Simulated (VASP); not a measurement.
# MgSe3 (P6/mmm) in VASP: a series of runs

MgSe3 is run at these levels: PBE; tasks: single point, relaxation of cell and atoms.

Program: VASP 6.6.1. These are calculated values, not measurements. Logs are shortened: lines on timing, memory, paths and dates and some standing lists are left out, and cuts for length are marked.

### 1 The cell of the first run

The structure is hexagonal, space group P6/mmm (No. 191). The conventional cell has a = 3.527 Å, b = 3.527 Å, c = 7.095 Å, α = 90.00°, β = 90.00°, γ = 120.00°. Mg (site symmetry 6/mmm) has 6 Mg at 3.53 Å and 12 Se at 3.96 Å within 4.6 Å. Se (site symmetry mmm) has 4 Se at 1.76 Å within 2.3 Å.

### 2 Single point, PBE

File INCAR:

```
PREC     = Accurate       # precision mode
ENCUT    = 520            # plane-wave cutoff, eV
EDIFF    = 1E-6           # SCF threshold, eV
ISMEAR   = 0              # smearing method
SIGMA    = 0.1            # smearing width, eV
LREAL    = F              # projectors in reciprocal space
LASPH    = T              # aspherical terms in the spheres
NELM     = 60             # most SCF steps
ALGO     = Normal         # electronic algorithm
ISIF     = 2              # what is computed and relaxed
LWAVE    = F              # write WAVECAR
LCHARG   = F              # write CHGCAR
GGA      = PE             # functional
NBANDS   = 18             # bands
```

File KPOINTS:

```
Automatic mesh
0
Gamma
  6 6 4
```

File POSCAR:

```
MgSe3
1.0
    3.5266785800      0.0000000000      0.0000000000
   -1.7633392900      3.0541932400      0.0000000000
    0.0000000000      0.0000000000      7.0950343000
Mg Se
1 3
Direct
    0.0000000000      0.0000000000      0.0000000000
    0.5000000000      0.0000000000      0.5000000000
    0.0000000000      0.5000000000      0.5000000000
    0.5000000000      0.5000000000      0.5000000000
```

Potentials or basis: VASP PAW PBE potentials, release 64 (Mg, Se).

Launch:

```
cat potpaw_PBE.64/Mg/POTCAR potpaw_PBE.64/Se/POTCAR > POTCAR
mpirun -np 1 vasp_std > vasp.out
```

OUTCAR:

```text
PREC = Accurate
   ENCUT = 520
   EDIFF = 1E-6
   ISMEAR = 0
   LREAL = F
   LASPH = T
   NELM = 60
   ISIF = 2
   GGA = PE

 ion  position               nearest neighbor table
   1  0.000  0.000  0.000-
   2  0.500  0.000  0.500-   3 1.76   4 1.76   4 1.76   3 1.76
   3  0.000  0.500  0.500-   2 1.76   2 1.76   4 1.76   4 1.76
   4  0.500  0.500  0.500-   2 1.76   2 1.76   3 1.76   3 1.76

  LATTYP: Found a hexagonal cell.
 ALAT       =     3.5266785800
 C/A-ratio  =     2.0118176746

  Lattice vectors:

 A1 = (   3.5266785800,   0.0000000000,   0.0000000000)
 A2 = (  -1.7633392900,   3.0541932400,   0.0000000000)
 A3 = (   0.0000000000,   0.0000000000,   7.0950343000)

Analysis of symmetry for initial positions (statically):
=====================================================================
 Subroutine PRICEL returns:
 Original cell was already a primitive cell.

 Routine SETGRP: Setting up the symmetry group for a
 hexagonal supercell.

 Subroutine GETGRP returns: Found 24 space group operations
 (whereof 24 operations were pure point group operations)
 out of a pool of 24 trial point group operations.

The static configuration has the point symmetry D_6h.

Analysis of symmetry for dynamics (positions and initial velocities):
=====================================================================
 Subroutine PRICEL returns:
 Original cell was already a primitive cell.

 Routine SETGRP: Setting up the symmetry group for a
 hexagonal supercell.

 Subroutine GETGRP returns: Found 24 space group operations
 (whereof 24 operations were pure point group operations)
 out of a pool of 24 trial point group operations.

The dynamic configuration has the point symmetry D_6h.

 Subroutine INISYM returns: Found 24 space group operations
 (whereof 24 operations are pure point group operations),
 and found     1 'primitive' translations

----------------------------------------------------------------------------------------

                                     Primitive cell

  volume of cell :      76.4217

  direct lattice vectors                    reciprocal lattice vectors
     3.526678580  0.000000000  0.000000000     0.283552917  0.163709353  0.000000000
    -1.763339290  3.054193240  0.000000000     0.000000000  0.327418706  0.000000000
     0.000000000  0.000000000  7.095034300     0.000000000  0.000000000  0.140943646
[... 83 lines left out ...]
   NELM   =     60;   NELMIN=  2; NELMDL= -5     # of ELM steps
   EDIFF  = 0.1E-05   stopping-criterion for ELM
   LREAL  =      F    real-space projection
   EDIFFG = 0.1E-04   stopping-criterion for IOM
   NSW    =      0    number of steps for IOM
   IBRION =     -1    ionic relax: 0-MD 1-quasi-New 2-CG
   NFREE  =      0    steps in history (QN), initial steepest desc. (CG)
   ISIF   =      2    stress and relaxation
   ISYM   =      2    0-nonsym 1-usesym 2-fastsym
   POTIM  = 0.5000    time-step for ionic-motion
   TEBEG  =    0.0;   TEEND  =   0.0 temperature during run
   PSTRESS=    0.0 pullay stress
   NELECT =      20.0000    total number of electrons
   NUPDOWN=      -1.0000    fix difference up-down
   EMIN   =  10.00;   EMAX   =-10.00  energy-range for DOS
   EFERMI =   0.00;   METHOD = LEGACY
   ISMEAR =     0;   SIGMA  =   0.10  broadening in eV -4-tet -1-fermi 0-gaus
   EFERMI_NEDOS =   21; number of points for ismear=-14 and -15
   IALGO  =     38    algorithm
   IMIX   =      4    mixing-type and parameters
     AMIX     =   0.40;   BMIX     =  1.00
     AMIX_MAG =   1.60;   BMIX_MAG =  1.00
  volume/ion in A,a.u.               =      19.11       128.93
  Fermi-wavevector in a.u.,A,eV,Ry     =   1.047159  1.978843 14.919353  1.096541
  Thomas-Fermi vector in A             =   2.182027
   LORBIT       =      0    0 simple, 1 ext, 2 COOP (PROOUT), +10 PAW based schemes
   GGA     = PE    functional components
   LHFCALC =     F    Hartree Fock is set to
   AEXX    =    0.0000 exact exchange contribution
   IVDW    =     0    specifies the selected vdW correction
   LEPSILON=     F    determine dielectric tensor
   LRPA    =     F    only Hartree local field effects (RPA)
 non-spin polarized calculation
 Gauss-broadening in eV      SIGMA  =   0.10
  energy-cutoff  :      520.00
  volume of cell :       76.42
 maximum number of plane-waves:      2090
 NGX is ok and might be reduce to    28
   NGX = 13   NGY = 13   NGZ = 27

 number of electron      20.0000003 magnetization

 Free energy of the ion-electron system (eV)
  ---------------------------------------------------
  ext. energy  EPLUGINS =         0.00000000
  ---------------------------------------------------
  free energy    TOTEN  =        35.06590843 eV

  energy without entropy =       35.06849511  energy(sigma->0) =       35.06720177

 E-fermi :   6.9267     XC(G=0):  -9.4925

 val. band max:        6.9015285326   @ k =   0.5000  -0.0000   0.5000
 cond. band min:       7.0465937262   @ k =   0.0000   0.0000   0.5000
 fundamental gap:      0.1450651936
 Fermi energy:         6.9267223447

 k-point     1 :       0.0000    0.0000    0.0000
  band No.  band energies     occupation
      1     -22.4039      2.00000
      2     -13.3380      2.00000
      3      -6.9786      2.00000
      4      -5.3898      2.00000
      5      -5.3898      2.00000
      6      -3.4284      2.00000
[... 418 lines left out ...]
      5      -2.5802      2.00000
      6      -1.6437      2.00000
[... 10 lines left out ...]
     17      15.1676      0.00000
     18      15.1678      0.00000

------------------------ aborting loop because EDIFF is reached ----------------------------------------

  FORCE on cell =-STRESS in cart. coord.  units (eV):
  Direction    XX          YY          ZZ          XY          YZ          ZX
  --------------------------------------------------------------------------------------
  -------------------------------------------------------------------------------------
  Total      160.8637225    160.8637224     -1.0386037      0.0000000      0.0000000      0.0000000
  in kB     3372.4988152   3372.4988124    -21.7742673      0.0000000      0.0000000      0.0000000
  external PRESSURE =    2241.0744534 kB  Pullay stress =       0.0000000 kB

 VOLUME and BASIS-vectors are now :
 -----------------------------------------------------------------------------
  energy-cutoff  :      520.00
  volume of cell :       76.42
      direct lattice vectors                 reciprocal lattice vectors
     3.526678580  0.000000000  0.000000000     0.283552917  0.163709353  0.000000000
    -1.763339290  3.054193240  0.000000000     0.000000000  0.327418706  0.000000000
     0.000000000  0.000000000  7.095034300     0.000000000  0.000000000  0.140943646

 POSITION                                       TOTAL-FORCE (eV/Angst)
 -----------------------------------------------------------------------------------
      0.00000      0.00000      0.00000        -0.000000      0.000000      0.000000
      1.76334      0.00000      3.54752        -0.000000      0.000000      0.000000
     -0.88167      1.52710      3.54752        -0.000000      0.000000      0.000000
      0.88167      1.52710      3.54752         0.000000      0.000000      0.000000
 -----------------------------------------------------------------------------------
    total drift:                                0.000000      0.000000      0.000000

  FREE ENERGIE OF THE ION-ELECTRON SYSTEM (eV)
  ---------------------------------------------------
  free  energy   TOTEN  =        35.0659084303 eV

  energy  without entropy=       35.0684951111  energy(sigma->0) =       35.06720177
```

stdout:

```text
POSCAR found type information on POSCAR MgSe
 POSCAR found :  2 types and       4 ions
 scaLAPACK will be used
 LDA part: xc-table for (Slater+PW92), standard interpolation
 POSCAR, INCAR and KPOINTS ok, starting setup
 FFT: planning ... GRIDC
 FFT: planning ... GRID_SOFT
 FFT: planning ... GRID
 WAVECAR not read
 entering main loop
```

Wall time 21 s (1 thread of Intel Xeon Platinum 8559C (Emerald Rapids), shared host); peak memory 0.19 GiB.

What came out:

| Quantity | Value |
| --- | --- |
| Free energy | 35.0659 eV |
| Pressure | 224.1 GPa |
| Band gap on the k mesh | zero (band 10 reaches 8.17 eV, above the bottom of band 11 at 6.14 eV) |

Stress tensor (GPa, compression positive):
```
337.25   0.00   0.00
  0.00 337.25   0.00
  0.00   0.00  -2.18
```

### 3 Single point, PBE

This run uses another cell than the first one, of 22.24 Å³/atom, 1.164 times its volume.

File INCAR:

```
  PREC = Accurate
  ENCUT = 520
  EDIFF = 1E-6
  ISMEAR = 0
  SIGMA = 0.1
  LREAL = F
  LASPH = T
  NELM = 60
  ALGO = Normal
  ISIF = 2
  LWAVE = F
  LCHARG = T
  GGA = PE
  LELF = T
  LVHAR = T
  NBANDS = 18
```

KPOINTS is that of step 2.

File POSCAR:

```
MgSe3
1.0
    5.6298243516      0.0000000000      0.0000000000
   -2.8149121758      4.8755709073      0.0000000000
    0.0000000000      0.0000000000      3.2402739963
Mg Se
1 3
Direct
    0.0000000000      0.0000000000      0.0000000000
    0.5000000000      0.0000000000      0.5000000000
    0.0000000000      0.5000000000      0.5000000000
    0.5000000000      0.5000000000      0.5000000000
```

Potentials or basis: VASP PAW PBE potentials, release 64 (Mg, Se).

Launch:

```
cat potpaw_PBE.64/Mg/POTCAR potpaw_PBE.64/Se/POTCAR > POTCAR
mpirun -np 1 vasp_std > vasp.out
```

It took 17 s on 1 thread of Intel Xeon Platinum 8559C (Emerald Rapids), shared host; peak memory 0.2 GiB.

It converged, with:

| Property | Result |
| --- | --- |
| Free energy | -11.9596 eV |
| Pressure | 0.1 GPa |
| Band gap on the k mesh | zero (band 10 reaches 5.79 eV, above the bottom of band 11 at 2.95 eV) |

Levels at points of the mesh, in eV from the Fermi level:
| k point | band 7 | band 8 | band 9 | band 10 | band 11 | band 12 | band 13 | band 14 |
| --- | --- | --- | --- | --- | --- | --- | --- | --- |
| (0.00, 0.00, 0.00) | -2.24 | -1.00 | 1.29 | 1.36 | 1.36 | 2.59 | 2.59 | 4.96 |
| (0.50, 0.00, 0.00) | -2.46 | -2.30 | -0.34 | 0.35 | 1.29 | 1.37 | 2.43 | 3.09 |
| (0.00, 0.00, 0.50) | -4.33 | -2.99 | -2.99 | 0.45 | 1.98 | 2.45 | 2.45 | 2.80 |
| (0.50, 0.00, 0.50) | -3.20 | -2.31 | -2.05 | -1.49 | -1.49 | 0.68 | 3.04 | 3.34 |

Caveat: the k points lie up to 0.48 Å⁻¹ apart.

(Continued in part 2 of 4.)
